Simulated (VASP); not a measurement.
Write the native input for VASP 6.6.1 that does the following.

```yaml
Task: single point
Functional: PBE
Potentials_or_basis: VASP PAW PBE potentials, release 64 (Te, Be)
Cutoff: 520 eV
k_mesh: 5 × 5 × 5
Occupations: fermi-dirac, width 0.04 eV
Spin: no spin polarisation
Dipole_correction: no
Further_INCAR_settings: ALGO = Normal; EDIFF = 1e-06; NBANDS = 11
```

The structure of BeTe lies in POSCAR:

```
BeTe
1.0
    0.0000000000      2.7700000000      2.7700000000
    2.7700000000      0.0000000000      2.7700000000
    2.7700000000      2.7700000000      0.0000000000
Te Be
1 1
Direct
    0.7500000000      0.7500000000      0.7500000000
    0.0000000000      0.0000000000      0.0000000000
```

One way to write it, as run:

INCAR

```
  PREC = Accurate
  ENCUT = 520
  EDIFF = 1E-6
  ISMEAR = -1
  SIGMA = 0.04
  LREAL = False
  LASPH = True
  NELM = 60
  ALGO = Normal
  ISIF = 2
  LWAVE = False
  LCHARG = False
  GGA = PE
  NBANDS = 11
```

KPOINTS

```
Automatic mesh
0
Gamma
  5 5 5
```

Potentials or basis: VASP PAW PBE potentials, release 64 (Te, Be).

The run is started by

```console
$ cat potpaw_PBE.64/Te/POTCAR potpaw_PBE.64/Be/POTCAR > POTCAR
$ mpirun -np 1 vasp_std > vasp.out
```

It gave:

```
Pressure               : 4.6 GPa
Band gap on the k mesh : 1.96 eV, indirect (least direct gap 3.56 eV)
```

Caveat: spin-orbit coupling is left out, which moves the levels of the heavy elements.

Wall time 12 s on 1 thread of AMD EPYC 7R13, on a shared host, peak memory 0.13 GiB.
